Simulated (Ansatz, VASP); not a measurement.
Two plane-wave programs on TaAl7O12

```
CELL_PARAMETERS angstrom
4.75400 2.74472 8.66000
-2.37700 1.37236 4.33000
0.00000 -2.74472 4.33000
ATOMIC_POSITIONS crystal
Ta 0.42971 0.86076 0.85106
Al 0.92630 0.85536 0.85311
Al 0.31865 0.66368 0.64201
Al 0.83145 0.63852 0.65233
Al 0.06591 0.16069 0.15387
Al 0.57937 0.13565 0.14753
Al 0.17019 0.36336 0.34833
Al 0.68058 0.34089 0.35369
O 0.02815 0.44632 0.74942
O 0.53054 0.41859 0.75952
O 0.37395 0.06438 0.40913
O 0.87566 0.05722 0.44969
O 0.20882 0.76283 0.06091
O 0.72385 0.74125 0.05752
O 0.47762 0.50235 0.29952
O 0.96742 0.56200 0.25252
O 0.12189 0.95427 0.55162
O 0.65241 0.92606 0.52514
O 0.25678 0.29426 0.94530
O 0.78073 0.25156 0.93777
```

Alike in both runs: task single point; functional PBEsol; k mesh 2 × 4 × 4; occupations gaussian, width 0.05 eV; no spin polarisation.

|  | VASP | Ansatz |
| --- | --- | --- |
| version | VASP 6.6.1 | Ansatz 0.2.0 |
| potentials or method | VASP PAW PBE potentials, release 64 (Ta_pv, Al, O), cutoff 600 eV | scalar-relativistic, plane waves, PAW |
| valence electrons in the cell | 104 | 106 |

Ansatz gave:

```
gap on the k mesh at the Fermi level (eV)                     : none
pressure (GPa)                                                : 16.3
traceless stress, the component that is largest in VASP (GPa) : -3.42
rms of the force components (eV/Å)                            : 0.147
```

Which values does VASP return?

gap on the k mesh at the Fermi level (eV): none; pressure (GPa): 16.4; traceless stress, the component that is largest in VASP (GPa): -3.50; rms of the force components (eV/Å): 0.146.

VASP's potentials were made for PBE, not for PBEsol. Atom by atom the forces differ by 0.011 eV/Å (rms over components). A gap of «none» marks a metal or a gap that the smearing closes. The functional is the same, so the differences come from potentials, cutoffs and numerics. VASP's potentials hold 104 valence electrons a cell and Ansatz's 106, so a difference there can come from the potentials and not from the codes.

The k mesh is coarse, so the values compare programs but aren't converged. Spin-orbit coupling is off throughout.
